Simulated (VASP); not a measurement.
## CuNi2: relaxation of cell and atoms with PBE

Crystal: CuNi2.

```
Cu Ni
1.0
     2.51404    0.00000    0.00000
    -1.25702    2.17722    0.00000
     0.00000    0.00000   12.01093
Cu Ni
2 4
Direct
  0.33333 0.66667 0.08333
  0.66667 0.33333 0.91667
  0.33333 0.66667 0.75000
  0.33333 0.66667 0.41667
  0.66667 0.33333 0.25000
  0.66667 0.33333 0.58333
```

```json
{
 "Program": "VASP 6.6.1",
 "Task": "relaxation of cell and atoms",
 "Functional": "PBE",
 "Potentials or basis": "VASP PAW PBE potentials, release 64 (Cu, Ni)",
 "Cutoff": "600 eV",
 "k mesh": "6 × 6 × 2",
 "Occupations": "gaussian, width 0.1 eV",
 "Spin": "collinear spin, ferromagnetic start",
 "Starting moments": "[0.0, 0.0, 2.0, 2.0, 2.0, 2.0] μB",
 "Dipole correction": "no",
 "Further INCAR settings": "ALGO = Normal; EDIFF = 1e-06; IBRION = 2; EDIFFG = -0.04; NSW = 90; ISIF = 3"
}
```

```yaml
Relaxed_volume: 11.24 Å³/atom
Relaxed_cell: a = 2.503 Å, b = 2.503 Å, c = 12.431 Å, α = 90.00°, β = 90.00°, γ = 120.00°
Space_group_after_relaxing_to_0.1_Å: P-3m1 (No. 164)
Energy_gained_by_relaxing: 17.2 meV/atom
Ionic_steps: 7
Pressure_after_relaxing: 0.0 GPa
Largest_force_after_relaxing: 0.032 eV/Å
Net_moment: 2.16 μB per cell
Site_moments: Cu -0.01; Ni +0.44, +0.68 (each value once) μB
Valence_electrons_inside_the_program's_atomic_spheres: Cu 10.03; Ni 9.29
```

Forces on the atoms (eV/Å):
```
Cu   0.000  0.000 -0.009
Cu   0.000  0.000  0.009
Ni   0.000  0.000  0.002
Ni   0.000  0.000  0.032
Ni   0.000  0.000 -0.002
Ni   0.000  0.000 -0.032
```

Stress tensor (GPa, compression positive):
```
-0.06  0.00  0.00
 0.00 -0.06  0.00
 0.00  0.00  0.25
```

The path:
| step | energy change (eV) | largest force (eV/Å) | pressure (GPa) | volume (Å³) |
| --- | --- | --- | --- | --- |
| 1 | 0.0000 | 0.3210 | 4.58 | 65.74 |
| 2 | -0.0677 | 0.2353 | -3.33 | 68.75 |
| 3 | -0.0712 | 0.2486 | -2.11 | 68.19 |
| 4 | -0.0928 | 0.1787 | -0.10 | 67.42 |
| 5 | -0.0934 | 0.1663 | 0.26 | 67.28 |
| 6 | -0.0985 | 0.1171 | 0.20 | 67.33 |
| 7 | -0.1034 | 0.0315 | 0.04 | 67.44 |

Final structure:
```yaml
crystal:
  lattice:
    - [2.50294, 0.00000, 0.00000]
    - [-1.25147, 2.16761, 0.00000]
    - [0.00000, 0.00000, 12.43136]
  atoms:
    - { symbol: Cu, position: [0.33333, 0.66667, 0.08699] }
    - { symbol: Cu, position: [0.66667, 0.33333, 0.91301] }
    - { symbol: Ni, position: [0.33333, 0.66667, 0.74472] }
    - { symbol: Ni, position: [0.33333, 0.66667, 0.41835] }
    - { symbol: Ni, position: [0.66667, 0.33333, 0.25528] }
    - { symbol: Ni, position: [0.66667, 0.33333, 0.58165] }
```

Levels at points of the mesh, in eV from the Fermi level:
Spin up:
| k point | band 29 | band 30 | band 31 | band 32 | band 33 | band 34 | band 35 | band 36 | band 37 | band 38 |
| --- | --- | --- | --- | --- | --- | --- | --- | --- | --- | --- |
| (0.00, 0.00, 0.00) | -1.39 | -0.99 | -0.99 | -0.67 | -0.67 | -0.65 | -0.65 | -0.57 | 4.73 | 9.51 |
| (0.50, 0.00, 0.00) | -0.24 | -0.24 | 0.31 | 0.62 | 1.01 | 1.71 | 2.26 | 2.82 | 6.02 | 6.21 |
| (0.00, 0.00, 0.50) | -1.37 | -1.28 | -1.00 | -1.00 | -0.67 | -0.67 | -0.64 | -0.64 | 5.81 | 6.92 |
| (0.50, 0.00, 0.50) | -0.24 | -0.24 | 0.53 | 0.96 | 1.08 | 1.21 | 2.33 | 2.84 | 5.91 | 6.04 |
Spin down:
```csv
k point,band 28,band 29,band 30,band 31,band 32,band 33,band 34,band 35
"(0.00, 0.00, 0.00)",-0.76,-0.76,-0.60,-0.38,-0.38,-0.09,-0.09,0.02
"(0.50, 0.00, 0.00)",0.26,0.30,0.32,0.33,0.67,1.34,1.78,2.42
"(0.00, 0.00, 0.50)",-1.21,-0.76,-0.76,-0.38,-0.38,-0.09,-0.09,0.02
"(0.50, 0.00, 0.50)",0.26,0.30,0.32,0.70,1.10,1.29,1.33,2.45
```

Run time: 6.6 min on 1 thread of AMD EPYC 9R45 96-Core Processor (Zen 5), on a shared host, peak memory 0.23 GiB.

Caveat: the k points lie up to 0.48 Å⁻¹ apart in the final cell.
